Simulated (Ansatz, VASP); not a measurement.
Two plane-wave programs on C

INCAR

```
SYSTEM = C
PREC = Accurate
ENCUT = 520
EDIFF = 1E-6
ISMEAR = -1
SIGMA = 0.5
LREAL = .FALSE.
LASPH = .TRUE.
NELM = 100
ALGO = Normal
ISIF = 2
LWAVE = .FALSE.
LCHARG = .TRUE.
LELF = .TRUE.
LVHAR = .TRUE.
NBANDS = 16
```

File KPOINTS:

```
regular mesh
0
G
  18 18 6
  0 0 0
```

File POSCAR:

```
C
1.0
    1.2280479700     -2.1270618200      0.0000000000
    1.2280479700      2.1270618200      0.0000000000
    0.0000000000      0.0000000000      7.1732677600
C
4
Direct
    0.0833794600      0.9166205400      0.7531376000
    0.5833794600      0.4166205400      0.2468624000
    0.9166205400      0.0833794600      0.2468624000
    0.4166205400      0.5833794600      0.7531376000
```

Input for Ansatz:

```yaml
crystal:
  lattice:
    - [1.22804797, -2.12706182, 0.0]
    - [1.22804797, 2.12706182, 0.0]
    - [0.0, 0.0, 7.17326776]
  atoms:
    - { symbol: C, position: [0.08337946, 0.91662054, 0.7531376] }
    - { symbol: C, position: [0.58337946, 0.41662054, 0.2468624] }
    - { symbol: C, position: [0.91662054, 0.08337946, 0.2468624] }
    - { symbol: C, position: [0.41662054, 0.58337946, 0.7531376] }
basis:
  ecutwfc: 420
kpoints:
  mp_grid: { grid: [18, 18, 6] }
hamiltonian:
  xc: lda
scf:
  occupations: { method: fermi_dirac, width: 0.5 }
output:
  forces: true
  stress: true
  eigenvalues: true
```

Alike in both runs: task single point; functional LDA; k mesh 18 × 18 × 6; occupations fermi-dirac, width 0.5 eV; no spin polarisation.

```csv
,VASP,Ansatz
version,VASP 6.6.1,Ansatz 0.2.0
potentials or method,"VASP PAW LDA potentials, release 64 (C), cutoff 520 eV","scalar-relativistic, plane waves, PAW"
valence electrons in the cell,16,16
```

|  | VASP | Ansatz | Ansatz less VASP |
| --- | --- | --- | --- |
| gap on the k mesh at the Fermi level (eV) | none | none | - |
| pressure (GPa) | -2.8 | -3.5 | -0.73 |
| traceless stress, the component that is largest in VASP (GPa) | 1.44 | 2.32 | +0.876 |
| rms of the force components (eV/Å) | 0.007 | 0.007 | +0.0001 |

LDA's correlation is that of Perdew and Zunger in VASP and of Perdew and Wang (1992) in Ansatz. Atom by atom the forces differ by 0.000 eV/Å (rms over components). A gap of «none» marks a metal or a gap that the smearing closes.
